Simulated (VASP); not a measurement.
A run of VASP 6.6.1:

File INCAR:

```
PREC = Accurate ; ENCUT = 600
EDIFF = 1E-6 ; ISMEAR = 0
SIGMA = 0.02 ; LREAL = F
LASPH = T ; NELM = 120
ALGO = Normal ; ISIF = 2
LWAVE = F ; LCHARG = F
NBANDS = 62 ; GGA_COMPAT = F
```

File KPOINTS:

```
Automatic mesh
0
Gamma
  6 4 6
```

The input POSCAR:

```
ZnWO4
1.0
    4.6064446002      0.0000000000      0.0092290504
    0.0000000000      5.6418077867      0.0000000000
   -0.0422701534      0.0000000000      4.8674957893
Zn W O
2 2 8
Direct
    0.5000000000      0.6756110127      0.2500000000
    0.5000000000      0.3243889873      0.7500000000
    0.0000000000      0.1818476074      0.2500000000
    0.0000000000      0.8181523926      0.7500000000
    0.2186364136      0.1060459813      0.9329824401
    0.7813635864      0.1060459813      0.5670175599
    0.7813635864      0.8939540187      0.0670175599
    0.2186364136      0.8939540187      0.4329824401
    0.2589875435      0.3781138591      0.4037907046
    0.7410124565      0.3781138591      0.0962092954
    0.7410124565      0.6218861409      0.5962092954
    0.2589875435      0.6218861409      0.9037907046
```

Potentials or basis: VASP PAW LDA potentials, release 64 (Zn, W_sv, O).

Launch:

```bash
$ cat potpaw_LDA.64/Zn/POTCAR potpaw_LDA.64/W_sv/POTCAR potpaw_LDA.64/O/POTCAR > POTCAR
$ mpirun -np 1 vasp_std > vasp.out
```

Hardware: 1 thread of Intel Xeon 8259CL, with other jobs on the host.

Question: How long does it take, and how much memory?

Answer: Run time: 18 min on 1 thread of Intel Xeon 8259CL, with other jobs on the host, peak memory 0.54 GiB. Counts: scf iterations 16, k points 60.
